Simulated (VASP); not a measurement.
# TePt (zincblende type) (F-43m) in VASP: single point with LDA+U

Aim: the single point of TePt (zincblende type) with LDA+U.

Program: VASP 6.6.1. These are calculated values, not measurements. Logs are shortened: lines on timing, memory, paths and dates and some standing lists are left out, and cuts for length are marked.

**1. The cell of the first run**

The structure is cubic, space group F-43m (No. 216). Conventional cell: a = 5.906 Å, b = 5.906 Å, c = 5.906 Å, α = 90.00°, β = 90.00°, γ = 90.00°. Pt (site symmetry -43m) has 4 Te at 2.56 Å within 3.4 Å. Within 3.4 Å of Te (site symmetry -43m) lie 4 Pt at 2.56 Å.

**2. Single point, LDA+U**

The input, INCAR:

```
SYSTEM = TePt
  PREC = Accurate
  ENCUT = 520
  EDIFF = 1E-6
  ISMEAR = -1
  SIGMA = 0.05
  LREAL = .False.
  LASPH = .True.
  NELM = 150
  ALGO = Normal
  ISIF = 2
  LWAVE = .False.
  LCHARG = .False.
  LMAXMIX = 4
  LDAU = .True.
  LDAUTYPE = 2
  LDAUL = 2 -1
  LDAUU = 1 0
  LDAUJ = 0 0
  LDAUPRINT = 1
  NBANDS = 15
```

The input, KPOINTS:

```
regular mesh
0
Gamma
  11 11 11
  0 0 0
```

The input, POSCAR:

```
TePt
1.0
    0.0000000000      2.9528166949      2.9528166949
    2.9528166949      0.0000000000      2.9528166949
    2.9528166949      2.9528166949      0.0000000000
Pt Te
1 1
Direct
    0.0000000000      0.0000000000      0.0000000000
    0.2500000000      0.2500000000      0.2500000000
```

Potentials or basis: VASP PAW LDA potentials, release 64 (Pt, Te).

The run is started by

```sh
> cat potpaw_LDA.64/Pt/POTCAR potpaw_LDA.64/Te/POTCAR > POTCAR
> mpirun -np 1 vasp_std > vasp.out
```

OUTCAR:

```text
SYSTEM = TePt
   PREC = Accurate
   ENCUT = 520
   EDIFF = 1E-6
   ISMEAR = -1
   LREAL = .False.
   LASPH = .True.
   NELM = 150
   ISIF = 2

 ion  position               nearest neighbor table
   1  0.000  0.000  0.000-   2 2.56   2 2.56   2 2.56   2 2.56
   2  0.250  0.250  0.250-   1 2.56   1 2.56   1 2.56   1 2.56

  LATTYP: Found a face centered cubic cell.
 ALAT       =     5.9056333898

  Lattice vectors:

 A1 = (   0.0000000000,   2.9528166949,   2.9528166949)
 A2 = (   2.9528166949,   0.0000000000,   2.9528166949)
 A3 = (   2.9528166949,   2.9528166949,   0.0000000000)

Analysis of symmetry for initial positions (statically):
=====================================================================
 Subroutine PRICEL returns:
 Original cell was already a primitive cell.

 Routine SETGRP: Setting up the symmetry group for a
 face centered cubic supercell.

 Subroutine GETGRP returns: Found 24 space group operations
 (whereof 24 operations were pure point group operations)
 out of a pool of 48 trial point group operations.

The static configuration has the point symmetry T_d .

Analysis of symmetry for dynamics (positions and initial velocities):
=====================================================================
 Subroutine PRICEL returns:
 Original cell was already a primitive cell.

 Routine SETGRP: Setting up the symmetry group for a
 face centered cubic supercell.

 Subroutine GETGRP returns: Found 24 space group operations
 (whereof 24 operations were pure point group operations)
 out of a pool of 48 trial point group operations.

The dynamic configuration has the point symmetry T_d .

 Subroutine INISYM returns: Found 24 space group operations
 (whereof 24 operations are pure point group operations),
 and found     1 'primitive' translations

----------------------------------------------------------------------------------------

                                     Primitive cell

  volume of cell :      51.4920

  direct lattice vectors                    reciprocal lattice vectors
     0.000000000  2.952816695  2.952816695    -0.169329847  0.169329847  0.169329847
     2.952816695  0.000000000  2.952816695     0.169329847 -0.169329847  0.169329847
[... 151 lines left out ...]
  o =  0.8177  v =  0.0000  0.0000  0.0000  0.0000  0.0000  0.0000  0.0229  0.0000 -0.9997 -0.0000      0.0000  0.0000  0.0000  0.0000  0.0000  0.0000  0.0000  0.0000  0.0000  0.0000
  o =  0.8177  v =  0.0000  0.9997  0.0000  0.0229  0.0000  0.0000  0.0000  0.0000  0.0000  0.0000      0.0000  0.0000  0.0000  0.0000  0.0000  0.0000  0.0000  0.0000  0.0000  0.0000
  o =  0.8177  v =  0.0000  0.0000  0.0000  0.0000  0.0000  0.0000  0.9997  0.0000  0.0229  0.0000      0.0000  0.0000  0.0000  0.0000  0.0000  0.0000  0.0000  0.0000  0.0000  0.0000
  o =  0.8648  v =  0.0000  0.0000  0.0000  0.0000  0.0000  0.0000 -0.0000  0.9997 -0.0000 -0.0244      0.0000  0.0000  0.0000  0.0000  0.0000  0.0000  0.0000  0.0000  0.0000  0.0000
  o =  0.8648  v =  0.0000 -0.0000  0.9997 -0.0000 -0.0244  0.0000  0.0000  0.0000  0.0000  0.0000      0.0000  0.0000  0.0000  0.0000  0.0000  0.0000  0.0000  0.0000  0.0000  0.0000
  o =  0.8648  v =  0.0000  0.0000  0.0000  0.0000  0.0000  0.0000  0.0000 -0.0244  0.0000 -0.9997      0.0000  0.0000  0.0000  0.0000  0.0000  0.0000  0.0000  0.0000  0.0000  0.0000
  o =  0.8648  v =  0.0000  0.0000 -0.0244  0.0000 -0.9997  0.0000  0.0000  0.0000  0.0000  0.0000      0.0000  0.0000  0.0000  0.0000  0.0000  0.0000  0.0000  0.0000  0.0000  0.0000

 number of electron      15.9999999 magnetization

 Free energy of the ion-electron system (eV)
  ---------------------------------------------------
  ext. energy  EPLUGINS =         0.00000000
  ---------------------------------------------------
  free energy    TOTEN  =       -10.68652485 eV

  energy without entropy =      -10.67338600  energy(sigma->0) =      -10.67995543

 E-fermi :   6.6395     XC(G=0): -10.3378

 val. band max:        6.6329023664   @ k =  -0.1818   0.1818   0.0000
 cond. band min:       6.7045084605   @ k =   0.2727   0.1818   0.0909
 fundamental gap:      0.0716060941
 Fermi energy:         6.6395274081

 k-point     1 :       0.0000    0.0000    0.0000
  band No.  band energies     occupation
      1      -6.4980      2.00000
      2       1.3557      2.00000
      3       1.3557      2.00000
      4       1.3557      2.00000
      5       3.4604      2.00000
      6       3.4604      2.00000
      7       8.6568      0.00000
      8       9.4773      0.00000
      9       9.4773      0.00000
     10       9.4773      0.00000
     11      12.4192      0.00000
     12      12.4192      0.00000
     13      12.4192      0.00000
     14      15.1539      0.00000
[... 401 lines left out ...]
      2       0.9658      2.00000
      3       1.5683      2.00000
      4       1.6055      2.00000
      5       3.3203      2.00000
      6       3.5414      2.00000
      7       5.8350      2.00000
      8       6.6329      1.06615
      9       8.5187      0.00000
     10      10.8829      0.00000
     11      12.6005      0.00000
     12      13.4178      0.00000
     13      13.4697      0.00000
     14      16.3040      0.00000
     15      18.0187      0.00000

 [... further k-points ...]

------------------------ aborting loop because EDIFF is reached ----------------------------------------

  FORCE on cell =-STRESS in cart. coord.  units (eV):
  Direction    XX          YY          ZZ          XY          YZ          ZX
  --------------------------------------------------------------------------------------
  -------------------------------------------------------------------------------------
  Total       -0.2119644     -0.2119644     -0.2119644      0.0000000      0.0000000      0.0000000
  in kB       -6.5952917     -6.5952917     -6.5952917      0.0000000      0.0000000      0.0000000
  external PRESSURE =      -6.5952917 kB  Pullay stress =       0.0000000 kB

 VOLUME and BASIS-vectors are now :
 -----------------------------------------------------------------------------
  energy-cutoff  :      520.00
  volume of cell :       51.49
      direct lattice vectors                 reciprocal lattice vectors
     0.000000000  2.952816695  2.952816695    -0.169329847  0.169329847  0.169329847
     2.952816695  0.000000000  2.952816695     0.169329847 -0.169329847  0.169329847
     2.952816695  2.952816695  0.000000000     0.169329847  0.169329847 -0.169329847

 POSITION                                       TOTAL-FORCE (eV/Angst)
 -----------------------------------------------------------------------------------
      0.00000      0.00000      0.00000         0.000000      0.000000      0.000000
      1.47641      1.47641      1.47641        -0.000000     -0.000000     -0.000000
 -----------------------------------------------------------------------------------
    total drift:                               -0.000000     -0.000000     -0.000000

  FREE ENERGIE OF THE ION-ELECTRON SYSTEM (eV)
  ---------------------------------------------------
  free  energy   TOTEN  =       -10.6865248540 eV

  energy  without entropy=      -10.6733860009  energy(sigma->0) =      -10.67995543
```

OSZICAR:

```text
N       E                     dE             d eps       ncg     rms          rms(c)
DAV:   1     0.708989862133E+02    0.70899E+02   -0.68030E+03  1728   0.909E+02
DAV:   2    -0.859408616498E+01   -0.79493E+02   -0.72890E+02  2065   0.183E+02
DAV:   3    -0.108817861559E+02   -0.22877E+01   -0.22764E+01  2121   0.312E+01
DAV:   4    -0.109109060404E+02   -0.29120E-01   -0.29118E-01  2506   0.370E+00
DAV:   5    -0.109110388657E+02   -0.13283E-03   -0.13283E-03  2240   0.196E-01    0.110E+01
DAV:   6    -0.107440608880E+02    0.16698E+00   -0.34109E-01  1841   0.512E+00    0.619E+00
DAV:   7    -0.106945038844E+02    0.49557E-01   -0.47597E-02  1813   0.165E+00    0.234E+00
DAV:   8    -0.106867879034E+02    0.77160E-02   -0.22164E-02  2156   0.121E+00    0.468E-01
DAV:   9    -0.106866667236E+02    0.12118E-03   -0.51649E-04  2113   0.160E-01    0.362E-01
DAV:  10    -0.106865260033E+02    0.14072E-03   -0.33392E-04  1911   0.119E-01    0.469E-02
DAV:  11    -0.106865245506E+02    0.14527E-05   -0.19128E-05  2205   0.257E-02    0.988E-03
DAV:  12    -0.106865248540E+02   -0.30348E-06   -0.56384E-07  1456   0.540E-03
   1 F= -.10686525E+02 E0= -.10679955E+02  d E =-.131389E-01
```

It took 54 s on 1 thread of Intel Xeon 8259CL, shared host; peak memory 0.18 GiB.

Results:

```yaml
Free_energy: -10.6865 eV
Pressure: -0.7 GPa
Band_gap_on_the_k_mesh: zero (bands 8 and 9 overlap by 4.13 eV)
```

Levels at points of the mesh, in eV from the Fermi level:
| k point | band 6 | band 7 | band 8 | band 9 | band 10 | band 11 |
| --- | --- | --- | --- | --- | --- | --- |
| (0.00, 0.00, 0.00) | -3.18 | 2.02 | 2.84 | 2.84 | 2.84 | 5.78 |

Eigenvalues of the final occupation matrices:
```tsv
site	spin	trace	eigenvalues
site 1 d	1	4.18	0.82 0.82 0.82 0.86 0.86
site 1 d	2	4.18	0.82 0.82 0.82 0.86 0.86
```

Caveat: spin-orbit coupling is left out, which moves the levels of the heavy elements; U without spin polarisation on a metal has little footing; the U is typed as a test and isn't derived for this compound.
